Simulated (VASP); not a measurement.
Here is a VASP 6.6.1 calculation.

File POSCAR:

```
KCl
1.0
    3.7708085932      0.0000000000      0.0000000000
    0.0000000000      3.7708085932      0.0000000000
    0.0000000000      0.0000000000      3.7708085932
K Cl
1 1
Direct
    0.0000000000      0.0000000000      0.0000000000
    0.5000000000      0.5000000000      0.5000000000
```

INCAR.step1

```
SYSTEM = KCl
PREC = Accurate
ENCUT = 520
ISMEAR = 0
SIGMA = 0.001
LREAL = .FALSE.
LASPH = .TRUE.
NELM = 100
NBANDS = 15
GGA = PE
ALGO = Normal
EDIFF = 1E-4
LWAVE = .TRUE.
LCHARG = .FALSE.
```

The input INCAR.step2:

```
SYSTEM = KCl
PREC = Accurate
ENCUT = 520
EDIFF = 1E-7
ISMEAR = 0
SIGMA = 0.001
LREAL = .FALSE.
LASPH = .TRUE.
NELM = 100
ALGO = Normal
ISIF = 2
LWAVE = .FALSE.
LCHARG = .FALSE.
METAGGA = R2SCAN
LMIXTAU = .TRUE.
NBANDS = 15
ISTART = 1
```

The input KPOINTS:

```
Automatic mesh
0
G
  6 6 6
  0 0 0
```

Potentials or basis: VASP PAW PBE potentials, release 64 (K_sv, Cl).

Command:

```sh
$ cat potpaw_PBE.64/K_sv/POTCAR potpaw_PBE.64/Cl/POTCAR > POTCAR
$ cp INCAR.step1 INCAR
$ mpirun -np 1 vasp_std > vasp.out
$ cp INCAR.step2 INCAR
$ mpirun -np 1 vasp_std > vasp.out
```

What does it give for the band gap on the k mesh?

5.81 eV, indirect (least direct gap 6.02 eV).

What does it give for the pressure?

0.0 GPa.

Caveat: the PAW data sets were made with another functional, which shifts forces and pressure a little. A k mesh can miss the band edges.
